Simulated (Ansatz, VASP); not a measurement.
## Pb: VASP beside Ansatz

Contents of INCAR:

```
SYSTEM = Pb
PREC     = Accurate       ! precision mode
ENCUT    = 520            ! plane-wave cutoff, eV
EDIFF    = 1E-7           ! SCF threshold, eV
ISMEAR   = 0              ! smearing method
SIGMA    = 0.15           ! smearing width, eV
LREAL    = .False.        ! projectors in reciprocal space
LASPH    = .True.         ! aspherical terms in the spheres
NELM     = 100            ! most SCF steps
ALGO     = Normal         ! electronic algorithm
ISIF     = 2              ! what is computed and relaxed
LWAVE    = .False.        ! write WAVECAR
LCHARG   = .True.         ! write CHGCAR
GGA      = CA             ! functional
LELF     = .True.         ! ELF
LVHAR    = .True.       
NBANDS   = 13             ! bands
```

The input KPOINTS:

```
Automatic mesh
0
Gamma
  16 16 16
  0 0 0
```

File POSCAR:

```
Pb
1.0
    0.0000000000      2.3710080000      2.4698000000
    2.3710080000      0.0000000000      2.4698000000
    2.3710080000      2.3710080000      0.0000000000
Pb
1
Direct
    0.0000000000      0.0000000000      0.0000000000
```

Input for Ansatz:

```yaml
crystal:
  lattice:
    - [0.0, 2.371008, 2.4698]
    - [2.371008, 0.0, 2.4698]
    - [2.371008, 2.371008, 0.0]
  atoms:
    - { symbol: Pb, position: [0.0, 0.0, 0.0] }
basis:
  ecutwfc: 420
kpoints:
  mp_grid: { grid: [16, 16, 16] }
hamiltonian:
  xc: lda
scf:
  occupations: { method: gaussian, width: 0.15 }
output:
  forces: true
  stress: true
  eigenvalues: true
```

Change from the starting cell: strain -0.040 along x and y, +0.000 along z, atoms carried along.

Alike in both runs: task single point; functional LDA; k mesh 16 × 16 × 16; occupations gaussian, width 0.15 eV; no spin polarisation.

|  | VASP | Ansatz |
| --- | --- | --- |
| version | VASP 6.6.1 | Ansatz 0.2.0 |
| potentials or method | VASP PAW LDA potentials, release 64 (Pb_d), cutoff 520 eV | scalar-relativistic, plane waves, PAW |
| valence electrons in the cell | 14 | 14 |

```csv
,VASP,Ansatz,Ansatz less VASP
gap on the k mesh at the Fermi level (eV),none,none,-
pressure (GPa),2.7,2.6,-0.10
"traceless stress, the component that is largest in VASP (GPa)",-0.55,-0.56,-0.015
```

LDA's correlation is that of Perdew and Zunger in VASP and of Perdew and Wang (1992) in Ansatz. A gap of «none» marks a metal or a gap that the smearing closes.

Neither program's run includes spin-orbit coupling.
